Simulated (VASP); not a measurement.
Write the native input for VASP 6.6.1 that does the following.

| Quantity | Value |
| --- | --- |
| Task | single point |
| Functional | r2SCANh |
| Potentials or basis | VASP PAW PBE potentials, release 64 (In_d, P) |
| Cutoff | 520 eV |
| k mesh | 5 × 5 × 5 |
| Occupations | fermi-dirac, width 0.1 eV |
| Spin | no spin polarisation |
| Dipole correction | no |
| Grid for exact exchange (PRECFOCK) | Normal |
| Further INCAR settings | ALGO = Normal; EDIFF = 1e-07; NBANDS = 16 |
| Share of exact exchange | 0.1 |

The system is InP.

```
CELL_PARAMETERS angstrom
0.00000 2.93050 2.93050
2.93050 0.00000 2.93050
2.93050 2.93050 0.00000
ATOMIC_POSITIONS crystal
In 0.00000 0.00000 0.00000
P 0.75000 0.75000 0.75000
```

The input as run:

POSCAR

```
InP
1.0
    0.0000000000      2.9305000000      2.9305000000
    2.9305000000      0.0000000000      2.9305000000
    2.9305000000      2.9305000000      0.0000000000
In P
1 1
Direct
    0.0000000000      0.0000000000      0.0000000000
    0.7500000000      0.7500000000      0.7500000000
```

INCAR.step1

```
SYSTEM = InP
ALGO = Normal ; EDIFF = 1E-5
ENCUT = 520 ; GGA = PE
ISIF = 2 ; ISMEAR = -1
LASPH = .True. ; LCHARG = .False.
LREAL = .False. ; LWAVE = .True.
NBANDS = 16 ; NELM = 60
PREC = Accurate ; SIGMA = 0.1
```

INCAR.step2

```
SYSTEM = InP
AEXX = 0.1 ; ALGO = Normal
EDIFF = 1E-7 ; ENCUT = 520
ISIF = 2 ; ISMEAR = -1
ISTART = 1 ; LASPH = .True.
LCHARG = .False. ; LHFCALC = .True.
LMIXTAU = .True. ; LREAL = .False.
LWAVE = .False. ; METAGGA = R2SCAN
NBANDS = 16 ; NELM = 60
PREC = Accurate ; PRECFOCK = Normal
SIGMA = 0.1
```

KPOINTS

```
k-points
0
Gamma
  5 5 5
  0 0 0
```

Potentials or basis: VASP PAW PBE potentials, release 64 (In_d, P).

Launch:

```bash
$ cat potpaw_PBE.64/In_d/POTCAR potpaw_PBE.64/P/POTCAR > POTCAR
$ cp INCAR.step1 INCAR
$ mpirun -np 1 vasp_std > vasp.out
$ cp INCAR.step2 INCAR
$ mpirun -np 1 vasp_std > vasp.out
```

It gave:

* Pressure: 1.1 GPa
* Band gap on the k mesh: 1.67 eV

Caveat: the PAW data sets were made with another functional, which shifts forces and pressure a little; spin-orbit coupling is left out, which moves the levels of the heavy elements.

It took 31 min on 1 thread of Intel(R) Xeon(R) Platinum 8259CL CPU @ 2.50GHz (Skylake/Cascade Lake), with other jobs on the host, peak memory 0.2 GiB.
